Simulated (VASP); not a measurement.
Write the native input for VASP 6.6.1 that does the following.

* Task: single point
* Functional: LDA
* Potentials or basis: VASP PAW LDA potentials, release 64 (C, H)
* Cutoff: 520 eV
* k mesh: 6 × 3 × 1
* Occupations: gaussian, width 0.1 eV
* Spin: no spin polarisation
* Dipole correction: yes
* Further INCAR settings: ALGO = Normal; EDIFF = 1e-07; NBANDS = 38

The structure of HC6 lies in POSCAR:

```
HC6
1.0
    4.8889075235      0.0000000000      0.0000000000
   -1.2222268809      8.7842777898      0.0000000000
    0.0000000000      0.0000000000     22.7472999250
C H
12 2
Direct
    0.0193593843      0.0774375370      0.1758450459
    0.5193593842      0.0774375370      0.1758450459
    0.2741992303      0.0967969212      0.2059521363
    0.7741992303      0.0967969212      0.2059521363
    0.2838789224      0.1355156897      0.2661663168
    0.7838789224      0.1355156897      0.2661663168
    0.0386178296      0.1544718076      0.2954947895
    0.5386178296      0.1544718076      0.2954947895
    0.0488209147      0.1952857701      0.3583563417
    0.5488209147      0.1952857701      0.3583563417
    0.3031079910      0.2124325380      0.3845423393
    0.8031079910      0.2124325380      0.3845423393
    0.0488209147      0.0910451007      0.4605953216
    0.0488209147      0.2995264395      0.4605953216
```

The input as run:

INCAR

```
SYSTEM = HC6
PREC = Accurate
ENCUT = 520
EDIFF = 1E-7
ISMEAR = 0
SIGMA = 0.1
LREAL = .FALSE.
LASPH = .TRUE.
NELM = 60
ALGO = Normal
ISIF = 2
LWAVE = .FALSE.
LCHARG = .TRUE.
LDIPOL = .TRUE.
IDIPOL = 3
DIPOL = 0.5 0.5 0.307
LELF = .TRUE.
LVHAR = .TRUE.
LVACPOTAV = .TRUE.
NBANDS = 38
```

KPOINTS

```
regular mesh
0
G
  6 3 1
  0 0 0
```

Potentials or basis: VASP PAW LDA potentials, release 64 (C, H).

The run is started by

```sh
$ cat potpaw_LDA.64/C/POTCAR potpaw_LDA.64/H/POTCAR > POTCAR
$ mpirun -np 1 vasp_std > vasp.out
```

Results of the run:

| Property | Result |
| --- | --- |
| Largest force | 3.234 eV/Å |
| Band gap on the k mesh | 0.04 eV |

Wall time 18 min on 1 thread of Oxide Virtual Turin-like Processor (shared host), peak memory 0.76 GiB.
